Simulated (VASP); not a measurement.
# HfN (Pm-3m) in VASP: notebook

Aim: see how the results for HfN move with the level of theory and the settings. Levels: B3LYP, HSE06. Tasks: relaxation of cell and atoms.

All numbers are computed with VASP 6.6.1; they aren't measurements. Logs are shortened: lines on timing, memory, paths and dates and some standing lists are left out, and cuts for length are marked.

## 1. The cell of the first run

The structure is cubic, space group Pm-3m (No. 221). The conventional cell has a = 2.825 Å, b = 2.825 Å, c = 2.825 Å, α = 90.00°, β = 90.00°, γ = 90.00°. Within 3.2 Å of Hf (site symmetry m-3m) lie 8 N at 2.45 Å and 6 Hf at 2.83 Å. Within 3.2 Å of N (site symmetry m-3m) lie 8 Hf at 2.45 Å and 6 N at 2.83 Å.

## 2. Relaxation of cell and atoms, B3LYP

The input, POSCAR:

```
HfN
1.0
    2.8250300000      0.0000000000      0.0000000000
    0.0000000000      2.8250300000      0.0000000000
    0.0000000000      0.0000000000      2.8250300000
Hf N
1 1
Direct
    0.5000000000      0.5000000000      0.5000000000
    0.0000000000      0.0000000000      0.0000000000
```

The input, INCAR.step1:

```
PREC = Accurate
ENCUT = 600
EDIFF = 1E-5
ISMEAR = -1
SIGMA = 0.05
LREAL = False
LASPH = True
NELM = 60
ALGO = Normal
LWAVE = True
LCHARG = False
GGA = PE
NBANDS = 14
```

The input, INCAR.step2:

```
PREC = Accurate
ENCUT = 600
EDIFF = 1E-6
ISMEAR = -1
SIGMA = 0.05
LREAL = False
LASPH = True
NELM = 60
ALGO = Normal
ISIF = 3
LWAVE = False
LCHARG = False
GGA = B3
LHFCALC = True
AEXX = 0.2
AGGAX = 0.72
AGGAC = 0.81
ALDAC = 0.19
PRECFOCK = Normal
IBRION = 2
NSW = 60
EDIFFG = -0.01
ISTART = 1
```

The input, KPOINTS:

```
Automatic mesh
0
Gamma
  5 5 5
```

Potentials or basis: VASP PAW PBE potentials, release 64 (Hf_pv, N).

On the command line:

```sh
cat potpaw_PBE.64/Hf_pv/POTCAR potpaw_PBE.64/N/POTCAR > POTCAR
cp INCAR.step1 INCAR
mpirun -np 1 vasp_std > vasp.out
cp INCAR.step2 INCAR
mpirun -np 1 vasp_std > vasp.out
```

OUTCAR:

```text
PREC = Accurate
   ENCUT = 600
   EDIFF = 1E-6
   ISMEAR = -1
   LREAL = False
   LASPH = True
   NELM = 60
   ISIF = 3
   GGA = B3
   LHFCALC = True
   AEXX = 0.2
   PRECFOCK = Normal
   IBRION = 2
   NSW = 60
   EDIFFG = -0.01
   ISTART = 1

 ion  position               nearest neighbor table
   1  0.500  0.500  0.500-   2 2.45   2 2.45   2 2.45   2 2.45   2 2.45   2 2.45   2 2.45   2 2.45

   2  0.000  0.000  0.000-   1 2.45   1 2.45   1 2.45   1 2.45   1 2.45   1 2.45   1 2.45   1 2.45

  LATTYP: Found a simple cubic cell.
 ALAT       =     2.8250300000

  Lattice vectors:

 A1 = (   2.8250300000,   0.0000000000,   0.0000000000)
 A2 = (   0.0000000000,   2.8250300000,   0.0000000000)
 A3 = (   0.0000000000,   0.0000000000,   2.8250300000)

Analysis of symmetry for initial positions (statically):
=====================================================================
 Subroutine PRICEL returns:
 Original cell was already a primitive cell.

 Routine SETGRP: Setting up the symmetry group for a
 simple cubic supercell.

 Subroutine GETGRP returns: Found 48 space group operations
 (whereof 48 operations were pure point group operations)
 out of a pool of 48 trial point group operations.

The static configuration has the point symmetry O_h .

Analysis of symmetry for dynamics (positions and initial velocities):
=====================================================================
 Subroutine PRICEL returns:
 Original cell was already a primitive cell.

 Routine SETGRP: Setting up the symmetry group for a
 simple cubic supercell.

 Subroutine GETGRP returns: Found 48 space group operations
 (whereof 48 operations were pure point group operations)
 out of a pool of 48 trial point group operations.

The dynamic configuration has the point symmetry O_h .

 Subroutine INISYM returns: Found 48 space group operations
 (whereof 48 operations are pure point group operations),
 and found     1 'primitive' translations

----------------------------------------------------------------------------------------

                                     Primitive cell

  volume of cell :      22.5460

  direct lattice vectors                    reciprocal lattice vectors
[... 69 lines left out ...]
   LASPH  =      T    aspherical Exc in radial PAW
   ENCUT  =  600.0 eV  44.10 Ry    6.64 a.u.   5.64  5.64  5.64*2*pi/ulx,y,z
   NELM   =     60;   NELMIN=  2; NELMDL=  0     # of ELM steps
   EDIFF  = 0.1E-05   stopping-criterion for ELM
   LREAL  =      F    real-space projection
   EDIFFG = -.1E-01   stopping-criterion for IOM
   NSW    =     60    number of steps for IOM
   IBRION =      2    ionic relax: 0-MD 1-quasi-New 2-CG
   NFREE  =      1    steps in history (QN), initial steepest desc. (CG)
   ISIF   =      3    stress and relaxation
   ISYM   =      3    0-nonsym 1-usesym 2-fastsym
   POTIM  = 0.5000    time-step for ionic-motion
   TEBEG  =    0.0;   TEEND  =   0.0 temperature during run
   PSTRESS=    0.0 pullay stress
   NELECT =      15.0000    total number of electrons
   NUPDOWN=      -1.0000    fix difference up-down
   EMIN   =  10.00;   EMAX   =-10.00  energy-range for DOS
   EFERMI =   0.00;   METHOD = LEGACY
   ISMEAR =    -1;   SIGMA  =   0.05  broadening in eV -4-tet -1-fermi 0-gaus
   EFERMI_NEDOS =   21; number of points for ismear=-14 and -15
   IALGO  =     38    algorithm
   IMIX   =      1    mixing-type and parameters
     AMIX     =   0.40;   BMIX     =  1.00
     AMIX_MAG =   1.60;   BMIX_MAG =  1.00
  volume/ion in A,a.u.               =      11.27        76.07
  Fermi-wavevector in a.u.,A,eV,Ry     =   1.429164  2.700729 27.790047  2.042511
  Thomas-Fermi vector in A             =   2.549148
   LORBIT       =      0    0 simple, 1 ext, 2 COOP (PROOUT), +10 PAW based schemes
   GGA     = B3    functional components
   LHFCALC =     T    Hartree Fock is set to
   PRECFOCK=normal    Normal, Fast or Accurate (Low or Medium for compatibility)
   ENCUT4O =  -1.0   cutoff for four orbital integrals eV
   NKREDX  =     1    reduce k-point grid by
   NKREDY  =     1    reduce k-point grid by
   NKREDZ  =     1    reduce k-point grid by
   AEXX    =    0.2000 exact exchange contribution
   HFSCREEN=    0.0000 screening length (either q_TF or 0.3 A-1)
   HFSCREENC=   0.0000 screening length for correlation (either q_TF or 0.3 A-1)
   ENCUTFOCK=  -1.0 apply spherical cutoff to Coloumb kernel
   IVDW    =     0    specifies the selected vdW correction
   LEPSILON=     F    determine dielectric tensor
   LRPA    =     F    only Hartree local field effects (RPA)
 conjugate gradient relaxation of ions
 non-spin polarized calculation
  energy-cutoff  :      600.00
  volume of cell :       22.55
 maximum number of plane-waves:       772
 NGX is ok and might be reduce to    24
  NGX = 18; NGY = 18; NGZ = 18

--------------------------------------- Ionic step        1  -------------------------------------------

 number of electron      15.0000000 magnetization

 Free energy of the ion-electron system (eV)
  ---------------------------------------------------
  ext. energy  EPLUGINS =         0.00000000
  ---------------------------------------------------
  free energy    TOTEN  =       -22.32893095 eV

  energy without entropy =      -22.32749672  energy(sigma->0) =      -22.32821384

------------------------ aborting loop because EDIFF is reached ----------------------------------------

  FORCE on cell =-STRESS in cart. coord.  units (eV):
  Direction    XX          YY          ZZ          XY          YZ          ZX
  --------------------------------------------------------------------------------------
  -------------------------------------------------------------------------------------
  Total       -0.2913864     -0.2913864     -0.2913864      0.0000000     -0.0000000     -0.0000000
  in kB      -20.7066881    -20.7066881    -20.7066881      0.0000000     -0.0000000     -0.0000000
  external PRESSURE =     -20.7066881 kB  Pullay stress =       0.0000000 kB
[... 59 lines left out ...]
--------------------------------------- Ionic step        3  -------------------------------------------

 number of electron      15.0000001 magnetization

 Free energy of the ion-electron system (eV)
  ---------------------------------------------------
  ext. energy  EPLUGINS =         0.00000000
  ---------------------------------------------------
  free energy    TOTEN  =       -22.33016460 eV

  energy without entropy =      -22.32873380  energy(sigma->0) =      -22.32944920

 E-fermi :   8.4672     XC(G=0): -10.2986

 val. band max:        6.9297681238   @ k =   0.4000   0.2000   0.0000
 cond. band min:       8.5882978449   @ k =   0.2000   0.0000   0.0000
 fundamental gap:      1.6585297211
 Fermi energy:         8.4672256170

 k-point     1 :       0.0000    0.0000    0.0000
  band No.  band energies     occupation
      1     -24.7332      2.00000
      2     -24.7332      2.00000
      3     -24.7332      2.00000
      4     -10.4089      2.00000
      5       4.7526      2.00000
      6       4.7526      2.00000
      7       5.8721      2.00000
      8       5.8721      2.00000
      9       5.8721      2.00000
     10      12.2351      0.00000
     11      14.9216      0.00000
[... 153 lines left out ...]
  FREE ENERGIE OF THE ION-ELECTRON SYSTEM (eV)
  ---------------------------------------------------
  free  energy   TOTEN  =       -22.3301645970 eV

  energy  without entropy=      -22.3287338046  energy(sigma->0) =      -22.32944920

 reached required accuracy - stopping structural energy minimisation
```

Run time: 12 min. Hardware: 1 thread of Intel Xeon Platinum 8488C (Sapphire Rapids), shared host; peak memory 0.16 GiB.

Results:

```yaml
Free_energy: -22.3302 eV
Relaxed_volume: 11.18 Å³/atom
Relaxed_cell: a = 2.817 Å, b = 2.817 Å, c = 2.817 Å, α = 90.00°, β = 90.00°, γ = 90.00°
Space_group_after_relaxing_to_0.1_Å: Pm-3m (No. 221)
Energy_gained_by_relaxing: 0.6 meV/atom
Ionic_steps: 3
Pressure_after_relaxing: 0.0 GPa
Band_gap_on_the_k_mesh: zero (an odd number of electrons rules out a gap without spin polarisation)
```

Step by step:
```csv
step,energy change (eV),largest force (eV/Å),pressure (GPa),volume (Å³)
1,0.0000,0.0000,-2.07,22.55
2,0.0016,0.0000,3.21,22.07
3,-0.0012,0.0000,0.00,22.36
```

Final structure:
```
Hf N
1.0
     2.81719    0.00000    0.00000
     0.00000    2.81719    0.00000
     0.00000    0.00000    2.81719
Hf N
1 1
Direct
  0.50000 0.50000 0.50000
  0.00000 0.00000 0.00000
```

Caveat: the k points lie up to 0.45 Å⁻¹ apart in the final cell, too coarse for converged energies and pressures of a metal; the PAW data sets were made with another functional, which shifts forces and pressure a little; spin-orbit coupling is left out, which moves the levels of the heavy elements.

## 3. Relaxation of cell and atoms, HSE06

POSCAR is that of step 2.

The input, INCAR.step1:

```
PREC = Accurate
ENCUT = 600
EDIFF = 1E-5
ISMEAR = -1
SIGMA = 0.05
LREAL = F
LASPH = T
NELM = 100
ALGO = Normal
LWAVE = T
LCHARG = F
GGA = PE
NBANDS = 14
```

The input, INCAR.step2:

```
PREC = Accurate
ENCUT = 600
EDIFF = 1E-6
ISMEAR = -1
SIGMA = 0.05
LREAL = F
LASPH = T
NELM = 100
ALGO = Normal
ISIF = 3
LWAVE = F
LCHARG = F
GGA = PE
LHFCALC = T
HFSCREEN = 0.2079
PRECFOCK = Normal
IBRION = 2
NSW = 60
EDIFFG = -0.01
ISTART = 1
```

The input, KPOINTS:

```
regular mesh
0
Gamma
  5 5 5
```

Potentials or basis: VASP PAW PBE potentials, release 64 (Hf_pv, N).

On the command line:

```sh
cat potpaw_PBE.64/Hf_pv/POTCAR potpaw_PBE.64/N/POTCAR > POTCAR
cp INCAR.step1 INCAR
mpirun -np 1 vasp_std > vasp.out
cp INCAR.step2 INCAR
mpirun -np 1 vasp_std > vasp.out
```

Run time: 19 min. Hardware: 1 thread of Intel Xeon Platinum 8488C (Sapphire Rapids), shared host; peak memory 0.28 GiB.

The run converged. Its results:

- Free energy: -23.1997 eV
- Relaxed volume: 10.77 Å³/atom
- Relaxed cell: a = 2.782 Å, b = 2.782 Å, c = 2.782 Å, α = 90.00°, β = 90.00°, γ = 90.00°
- Space group after relaxing (to 0.1 Å): Pm-3m (No. 221)
- Energy gained by relaxing: 18.2 meV/atom
- Ionic steps: 4
- Pressure after relaxing: 0.0 GPa
- Band gap on the k mesh: zero (an odd number of electrons rules out a gap without spin polarisation)

Step by step:
| step | energy change (eV) | largest force (eV/Å) | pressure (GPa) | volume (Å³) |
| --- | --- | --- | --- | --- |
| 1 | 0.0000 | 0.0000 | -11.15 | 22.55 |
| 2 | 0.0577 | 0.0000 | 21.96 | 20.08 |
| 3 | -0.0364 | 0.0000 | -0.21 | 21.56 |
| 4 | -0.0364 | 0.0000 | -0.03 | 21.54 |

Final structure:
```xyz
2
Lattice="2.7824 0.0000 0.0000 0.0000 2.7824 0.0000 0.0000 0.0000 2.7824" Properties=species:S:1:pos:R:3 pbc="T T T"
Hf    1.3912    1.3912    1.3912
N     0.0000    0.0000    0.0000
```

Levels at points of the mesh, in eV from the Fermi level:
| k point | band 5 | band 6 | band 7 | band 8 | band 9 | band 10 | band 11 |
| --- | --- | --- | --- | --- | --- | --- | --- |
| (0.00, 0.00, 0.00) | -3.50 | -3.50 | -2.27 | -2.27 | -2.27 | 4.12 | 6.88 |

Caveat: the k points lie up to 0.45 Å⁻¹ apart in the final cell, too coarse for converged energies and pressures of a metal; the PAW data sets were made with another functional, which shifts forces and pressure a little; spin-orbit coupling is left out, which moves the levels of the heavy elements.
